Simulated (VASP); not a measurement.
A run of VASP 6.6.1 is set up as follows.

The input INCAR:

```
SYSTEM = As
PREC = Accurate ; ENCUT = 520
EDIFF = 1E-6 ; ISMEAR = -1
SIGMA = 0.05 ; LREAL = .False.
LASPH = .True. ; NELM = 100
ALGO = Normal ; ISIF = 2
LWAVE = .False. ; LCHARG = .False.
GGA = CA ; NBANDS = 12
```

The input KPOINTS:

```
regular mesh
0
Gamma
  11 11 6
  0 0 0
```

The input POSCAR:

```
As
1.0
    3.0031658500      0.0000000000      0.0000000000
   -1.5015829250      2.6008179178      0.0000000000
    0.0000000000      0.0000000000      4.8651286769
As
2
Direct
    0.3333333333      0.6666666667      0.2500000000
    0.6666666667      0.3333333333      0.7500000000
```

Potentials or basis: VASP PAW LDA potentials, release 64 (As).

Launch:

```bash
$ cat potpaw_LDA.64/As/POTCAR > POTCAR
$ mpirun -np 1 vasp_std > vasp.out
```

**Question.** Estimate the band gap on the k mesh.

**Answer.** Zero (band 5 reaches 11.25 eV, above the bottom of band 6 at 3.30 eV).

**Question.** Predict the pressure.

**Answer.** -4.2 GPa.

Stress tensor (GPa, compression positive):
```
-4.79  0.00  0.00
 0.00 -4.79  0.00
 0.00  0.00 -3.11
```
